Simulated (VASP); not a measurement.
Input of a VASP 6.6.1 run:

The input INCAR:

```
ALGO = Normal
EDIFF = 1E-6
ENCUT = 520
GGA = PE
ISIF = 2
ISMEAR = 0
LASPH = True
LCHARG = True
LELF = True
LREAL = False
LVHAR = True
LWAVE = False
NBANDS = 20
NELM = 100
PREC = Accurate
SIGMA = 0.1
```

The input KPOINTS:

```
k-points
0
Gamma
  12 12 6
```

The input POSCAR:

```
LiHfC3
1.0
    4.3401009226      0.0000000000      0.0000000000
   -2.1700504613      3.7586376539      0.0000000000
    0.0000000000      0.0000000000      6.0866171656
Li Hf C
1 1 3
Direct
    0.0000000000      0.0000000000      0.5000000000
    0.0000000000      0.0000000000      0.0000000000
    0.5000000000      0.0000000000      0.0000000000
    0.0000000000      0.5000000000      0.0000000000
    0.5000000000      0.5000000000      0.0000000000
```

Potentials or basis: VASP PAW PBE potentials, release 64 (Li_sv, Hf_pv, C).

Run with:

```console
$ cat potpaw_PBE.64/Li_sv/POTCAR potpaw_PBE.64/Hf_pv/POTCAR potpaw_PBE.64/C/POTCAR > POTCAR
$ mpirun -np 1 vasp_std > vasp.out
```

Estimate the band gap on the k mesh.

zero (an odd number of electrons rules out a gap without spin polarisation).

Caveat: spin-orbit coupling is left out, which moves the levels of the heavy elements.
